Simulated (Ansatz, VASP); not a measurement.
**Two plane-wave programs on Zr2B**

```
CELL_PARAMETERS angstrom
0.00000 2.93524 2.93524
2.93524 0.00000 2.93524
2.93524 2.93524 0.00000
ATOMIC_POSITIONS crystal
Zr 0.25000 0.25000 0.25000
Zr 0.75000 0.75000 0.75000
B 0.00000 0.00000 0.00000
```

Change from the starting cell: species swapped into the Mg2Ge type (Fm-3m, No. 225).

Alike in both runs: task relaxation of cell and atoms; functional PBE; k mesh 14 × 14 × 14; occupations gaussian, width 0.1 eV; no spin polarisation.

```csv
,VASP,Ansatz
version,VASP 6.6.1,Ansatz 0.2.0
potentials or method,"VASP PAW PBE potentials, release 64 (Zr_sv, B), cutoff 600 eV","scalar-relativistic, plane waves, PAW"
valence electrons in the cell,27,27
```

```csv
,VASP,Ansatz,Ansatz less VASP
"gap on the k mesh at the Fermi level, each at its own relaxed structure (eV)",none,none,-
relaxed volume (Å³/atom),17.37,17.36,-0.011
relaxed cell length with the largest relative difference (Å),4.193,4.192,-0.0009
```

A gap of «none» marks a metal or a gap that the smearing closes.
